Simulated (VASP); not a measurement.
**H2CO: single point with r2SCAN+D3(BJ)**

The system is H2CO.

```
CELL_PARAMETERS angstrom
7.70599 0.00000 0.00000
0.00000 7.70599 0.00000
0.00000 0.00000 7.70599
ATOMIC_POSITIONS crystal
O 0.51579 0.71633 0.39442
O 0.30613 0.39718 0.88670
O 0.27794 0.99718 0.72191
O 0.04994 0.65282 0.16320
C 0.61838 0.63338 0.32275
C 0.36335 0.49779 0.79407
C 0.36191 0.05903 0.62161
C 0.15786 0.74167 0.12197
H 0.76089 0.40714 0.95899
H 0.75372 0.34291 0.88741
H 0.77412 0.81368 0.92091
H 0.76472 0.71943 0.90737
H 0.04997 0.15428 0.08989
H 0.13641 0.19302 0.07137
H 0.88747 0.99522 0.52654
H 0.83752 0.03658 0.45244
```

| Quantity | Value |
| --- | --- |
| Program | VASP 6.6.1 |
| Task | single point |
| Functional | r2SCAN |
| Dispersion | D3(BJ) |
| Potentials or basis | VASP PAW PBE potentials, release 64 (O_h, C_h, H_h) |
| Cutoff | 1100 eV |
| k mesh | 1 × 1 × 1 |
| Occupations | fermi-dirac, width 0.05 eV |
| Spin | no spin polarisation |

The pressure is -0.5 GPa. The largest force is 3.392 eV/Å. The dispersion energy per atom is -0.012 eV.

Forces on the atoms (eV/Å):
```
O    2.319 -1.864 -1.614
O    0.759  1.303 -1.173
O   -0.798 -0.627  0.915
O   -0.234 -0.210  0.128
C   -2.337  1.853  1.617
C   -0.702 -1.217  1.126
C    0.801  0.596 -0.936
C    0.272  0.193 -0.091
H   -0.001 -0.057 -0.017
H    0.005  0.034  0.023
H   -0.002  0.157  0.003
H   -0.028 -0.111 -0.038
H    0.072  0.033  0.008
H   -0.130 -0.078  0.050
H   -0.290  0.237 -0.440
H    0.293 -0.242  0.442
```

Stress tensor (GPa, compression positive):
```
-0.57  0.54  0.30
 0.54 -0.58 -0.23
 0.30 -0.23 -0.46
```

Levels at points of the mesh, in eV from the Fermi level:
| k point | band 21 | band 22 | band 23 | band 24 | band 25 | band 26 | band 27 | band 28 |
| --- | --- | --- | --- | --- | --- | --- | --- | --- |
| (0.00, 0.00, 0.00) | -1.69 | -1.48 | -1.32 | -1.30 | 5.82 | 5.94 | 6.04 | 6.07 |

It took 3.6 min on 1 thread of Intel(R) Xeon(R) 6975P-C (Granite Rapids), with other jobs on the host, peak memory 1.2 GiB.

Caveat: the k points lie up to 0.82 Å⁻¹ apart, too coarse for converged energies, forces and pressures; the PAW data sets were made with another functional, which shifts forces and pressure a little.
